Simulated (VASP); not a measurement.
# InAs (Cmcm) in VASP: single point with PBE

Aim: the single point of InAs with PBE.

Everything below comes from runs of VASP 6.6.1. Logs are shortened: lines on timing, memory, paths and dates and some standing lists are left out, and cuts for length are marked.

## Step 1: The cell of the first run

The structure is orthorhombic, space group Cmcm (No. 63). Conventional cell: a = 6.019 Å, b = 6.055 Å, c = 6.019 Å, α = 90.00°, β = 90.00°, γ = 90.00°. In (site symmetry m2m) has 6 As at 3.01 to 3.04 Å and 2 In at 4.02 Å within 4.1 Å. As (site symmetry m2m) has 6 In at 3.01 to 3.04 Å and 2 As at 4.04 Å within 4.1 Å.

## Step 2: Single point, PBE (Sb replaced by As, lengths x 0.957, strained)

The input, INCAR:

```
SYSTEM = InAs
  PREC = Accurate
  ENCUT = 500
  EDIFF = 1E-6
  ISMEAR = 0
  SIGMA = 0.1
  LREAL = .FALSE.
  LASPH = .TRUE.
  NELM = 120
  ALGO = Normal
  ISIF = 2
  LWAVE = .FALSE.
  LCHARG = .FALSE.
  GGA = PE
  NBANDS = 26
  GGA_COMPAT = .FALSE.
```

The input, KPOINTS:

```
regular mesh
0
G
  10 10 8
  0 0 0
```

The input, POSCAR:

```
InAs
1.0
    3.0095329986     -3.0272749462      0.0000000000
    3.0095329986      3.0272749462      0.0000000000
    0.0000000000      0.0000000000      6.0193273272
In As
2 2
Direct
    0.2794110000      0.7205890000      0.2500000000
    0.7205890000      0.2794110000      0.7500000000
    0.7772050000      0.2227950000      0.2500000000
    0.2227950000      0.7772050000      0.7500000000
```

Potentials or basis: VASP PAW PBE potentials, release 64 (In_d, As).

Run with:

```
cat potpaw_PBE.64/In_d/POTCAR potpaw_PBE.64/As/POTCAR > POTCAR
mpirun -np 1 vasp_std > vasp.out
```

OUTCAR:

```text
SYSTEM = InAs
   PREC = Accurate
   ENCUT = 500
   EDIFF = 1E-6
   ISMEAR = 0
   LREAL = .FALSE.
   LASPH = .TRUE.
   NELM = 120
   ISIF = 2
   GGA = PE

 ion  position               nearest neighbor table
   1  0.279  0.721  0.250-   3 3.01   3 3.01   3 3.01   4 3.03   4 3.03   3 3.04   2 4.02   2 4.02

   2  0.721  0.279  0.750-   4 3.01   4 3.01   4 3.01   3 3.03   3 3.03   4 3.04   1 4.02   1 4.02

   3  0.777  0.223  0.250-   1 3.01   1 3.01   1 3.01   2 3.03   2 3.03   1 3.04
   4  0.223  0.777  0.750-   2 3.01   2 3.01   2 3.01   1 3.03   1 3.03   2 3.04

  LATTYP: Found a base centered orthorhombic cell.
 ALAT       =     6.0190659972
 B/A-ratio  =     1.0058952494
 C/A-ratio  =     1.0000434170

  Lattice vectors:

 A1 = (   3.0095329986,  -3.0272749462,   0.0000000000)
 A2 = (   3.0095329986,   3.0272749462,   0.0000000000)
 A3 = (   0.0000000000,   0.0000000000,   6.0193273272)

Analysis of symmetry for initial positions (statically):
=====================================================================
 Subroutine PRICEL returns:
 Original cell was already a primitive cell.

 Routine SETGRP: Setting up the symmetry group for a
 base centered orthorhombic supercell.

 Subroutine GETGRP returns: Found  8 space group operations
 (whereof  4 operations were pure point group operations)
 out of a pool of  8 trial point group operations.

The static configuration has the point symmetry C_2h.
 The point group associated with its full space group is D_2h.

Analysis of symmetry for dynamics (positions and initial velocities):
=====================================================================
 Subroutine PRICEL returns:
 Original cell was already a primitive cell.

 Routine SETGRP: Setting up the symmetry group for a
 base centered orthorhombic supercell.

 Subroutine GETGRP returns: Found  8 space group operations
 (whereof  4 operations were pure point group operations)
 out of a pool of  8 trial point group operations.

The dynamic configuration has the point symmetry C_2h.
 The point group associated with its full space group is D_2h.

 Subroutine INISYM returns: Found  8 space group operations
 (whereof  4 operations are pure point group operations),
 and found     1 'primitive' translations

----------------------------------------------------------------------------------------

                                     Primitive cell

  volume of cell :     109.6804

  direct lattice vectors                    reciprocal lattice vectors
     3.009532999 -3.027274946  0.000000000     0.166138733 -0.165165044  0.000000000
     3.009532999  3.027274946  0.000000000     0.166138733  0.165165044  0.000000000
     0.000000000  0.000000000  6.019327327     0.000000000  0.000000000  0.166131520

[... 92 lines left out ...]
   NFREE  =      0    steps in history (QN), initial steepest desc. (CG)
   ISIF   =      2    stress and relaxation
   ISYM   =      2    0-nonsym 1-usesym 2-fastsym
   POTIM  = 0.5000    time-step for ionic-motion
   TEBEG  =    0.0;   TEEND  =   0.0 temperature during run
   PSTRESS=    0.0 pullay stress
   NELECT =      36.0000    total number of electrons
   NUPDOWN=      -1.0000    fix difference up-down
   EMIN   =  10.00;   EMAX   =-10.00  energy-range for DOS
   EFERMI =   0.00;   METHOD = LEGACY
   ISMEAR =     0;   SIGMA  =   0.10  broadening in eV -4-tet -1-fermi 0-gaus
   EFERMI_NEDOS =   21; number of points for ismear=-14 and -15
   IALGO  =     38    algorithm
   IMIX   =      4    mixing-type and parameters
     AMIX     =   0.40;   BMIX     =  1.00
     AMIX_MAG =   1.60;   BMIX_MAG =  1.00
  volume/ion in A,a.u.               =      27.42       185.04
  Fermi-wavevector in a.u.,A,eV,Ry     =   1.129274  2.134019 17.350964  1.275260
  Thomas-Fermi vector in A             =   2.265967
   LORBIT       =      0    0 simple, 1 ext, 2 COOP (PROOUT), +10 PAW based schemes
   GGA     = PE    functional components
   LHFCALC =     F    Hartree Fock is set to
   AEXX    =    0.0000 exact exchange contribution
   IVDW    =     0    specifies the selected vdW correction
   LEPSILON=     F    determine dielectric tensor
   LRPA    =     F    only Hartree local field effects (RPA)
 non-spin polarized calculation
 Gauss-broadening in eV      SIGMA  =   0.10
  energy-cutoff  :      500.00
  volume of cell :      109.68
 maximum number of plane-waves:      2803
   NGX = 15   NGY = 15   NGZ = 21

 number of electron      36.0000017 magnetization

 Free energy of the ion-electron system (eV)
  ---------------------------------------------------
  ext. energy  EPLUGINS =         0.00000000
  ---------------------------------------------------
  free energy    TOTEN  =       -14.30434780 eV

  energy without entropy =      -14.28820206  energy(sigma->0) =      -14.29627493

 E-fermi :   4.4828     XC(G=0):  -9.4750

 val. band max:        4.4827977031   @ k =  -0.3000   0.1000   0.5000
 cond. band min:       4.4834904567   @ k =  -0.4000   0.1000   0.3750
 fundamental gap:      0.0006927536
 Fermi energy:         4.4828325802

 k-point     1 :       0.0000    0.0000    0.0000
  band No.  band energies     occupation
      1      -9.8475      2.00000
      2      -9.7177      2.00000
      3      -9.7111      2.00000
      4      -9.7064      2.00000
      5      -9.7028      2.00000
      6      -9.6975      2.00000
[... 685 lines left out ...]
     25      11.6260      0.00000
     26      11.9794      0.00000

 [... further k-points ...]

------------------------ aborting loop because EDIFF is reached ----------------------------------------

  FORCE on cell =-STRESS in cart. coord.  units (eV):
  Direction    XX          YY          ZZ          XY          YZ          ZX
  --------------------------------------------------------------------------------------
  -------------------------------------------------------------------------------------
  Total       -4.2791550     -4.2398736     -4.2533677      0.0000000      0.0000000      0.0000000
  in kB      -62.5085844    -61.9347745    -62.1318927      0.0000000      0.0000000      0.0000000
  external PRESSURE =     -62.1917505 kB  Pullay stress =       0.0000000 kB

 VOLUME and BASIS-vectors are now :
 -----------------------------------------------------------------------------
  energy-cutoff  :      500.00
  volume of cell :      109.68
      direct lattice vectors                 reciprocal lattice vectors
     3.009532999 -3.027274946  0.000000000     0.166138733 -0.165165044  0.000000000
     3.009532999  3.027274946  0.000000000     0.166138733  0.165165044  0.000000000
     0.000000000  0.000000000  6.019327327     0.000000000  0.000000000  0.166131520

 POSITION                                       TOTAL-FORCE (eV/Angst)
 -----------------------------------------------------------------------------------
      3.00953      1.33557      1.50483         0.000000      0.037345     -0.000000
      3.00953     -1.33557      4.51450         0.000000     -0.037345      0.000000
      3.00953     -1.67835      1.50483         0.000000      0.146251      0.000000
      3.00953      1.67835      4.51450         0.000000     -0.146251     -0.000000
 -----------------------------------------------------------------------------------
    total drift:                               -0.000000     -0.000000     -0.000000

  FREE ENERGIE OF THE ION-ELECTRON SYSTEM (eV)
  ---------------------------------------------------
  free  energy   TOTEN  =       -14.3043477999 eV

  energy  without entropy=      -14.2882020644  energy(sigma->0) =      -14.29627493
```

OSZICAR:

```text
N       E                     dE             d eps       ncg     rms          rms(c)
DAV:   1     0.287226476130E+03    0.28723E+03   -0.16215E+04  8060   0.150E+03
DAV:   2     0.132602548253E+02   -0.27397E+03   -0.26590E+03  8170   0.364E+02
DAV:   3    -0.135409840443E+02   -0.26801E+02   -0.26345E+02 10314   0.126E+02
DAV:   4    -0.145682649571E+02   -0.10273E+01   -0.10205E+01  9366   0.254E+01
DAV:   5    -0.146101290055E+02   -0.41864E-01   -0.41853E-01 12618   0.497E+00    0.395E+00
DAV:   6    -0.143064222577E+02    0.30371E+00   -0.63169E-01 11006   0.905E+00    0.204E+00
DAV:   7    -0.143038757645E+02    0.25465E-02   -0.14716E-01 11626   0.206E+00    0.729E-01
DAV:   8    -0.143041653246E+02   -0.28956E-03   -0.11996E-02 10136   0.107E+00    0.149E-01
DAV:   9    -0.143042988499E+02   -0.13353E-03   -0.18029E-03 11112   0.448E-01    0.638E-02
DAV:  10    -0.143043292371E+02   -0.30387E-04   -0.13934E-04  9242   0.939E-02    0.378E-02
DAV:  11    -0.143043480175E+02   -0.18780E-04   -0.58081E-05 10440   0.683E-02    0.140E-02
DAV:  12    -0.143043477999E+02    0.21766E-06   -0.43242E-06  9086   0.140E-02
   1 F= -.14304348E+02 E0= -.14296275E+02  d E =-.161457E-01
```

Wall time 6 min (1 thread of Intel Xeon 8259CL, shared host); peak memory 0.47 GiB.

What came out:

* Free energy: -14.3043 eV
* Pressure: -6.2 GPa
* Largest force: 0.146 eV/Å
* Band gap on the k mesh: zero (bands 18 and 19 overlap by 2.11 eV)

Forces on the atoms (eV/Å):
```
In   0.000  0.037  0.000
In   0.000 -0.037  0.000
As   0.000  0.146  0.000
As   0.000 -0.146  0.000
```

Caveat: the cell differs from its parent crystal (Sb replaced by As, lengths x 0.957, strained); the cell stands under tension; spin-orbit coupling is left out, which moves the levels of the heavy elements.
